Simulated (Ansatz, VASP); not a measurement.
# One calculation of PBr, two programs

```
CELL_PARAMETERS angstrom
4.93856 0.00000 0.00000
-2.06239 5.19450 0.00000
-0.69678 -0.65377 6.23326
ATOMIC_POSITIONS crystal
Br 0.66580 0.85501 0.24276
Br 0.33420 0.14499 0.75724
P 0.64072 0.49976 0.63187
P 0.35928 0.50024 0.36813
```

Alike in both runs: functional PBE; k mesh 4 × 3 × 3; occupations fermi-dirac, width 0.05 eV; no spin polarisation.

|  | VASP | Ansatz |
| --- | --- | --- |
| version | VASP 6.6.1 | Ansatz 0.2.0 |
| potentials or method | VASP PAW PBE potentials, release 64 (Br, P) | Ansatz PAW |
| plane-wave cutoff (eV) | 520 | 420 |
| valence electrons in the cell | 24 | 24 |
| task | single point | band structure |

Ansatz gave:

| Property | Result |
| --- | --- |
| gap on the k mesh at the Fermi level (eV) | 1.64 |
| least direct gap on the mesh (eV) | 1.64 |
| pressure (GPa) | 0.2 |
| traceless stress, the component that is largest in VASP (GPa) | 0.16 |
| rms of the force components (eV/Å) | 0.044 |

Question: Estimate VASP's values.

Answer: gap on the k mesh at the Fermi level (eV): 1.63; least direct gap on the mesh (eV): 1.63; pressure (GPa): 0.1; traceless stress, the component that is largest in VASP (GPa): 0.10; rms of the force components (eV/Å): 0.045.

Atom by atom the forces differ by 0.033 eV/Å (rms over components).

Noted on Ansatz's run: the k mesh misses the band edges, so the gap on the mesh is wider than the one along the path.
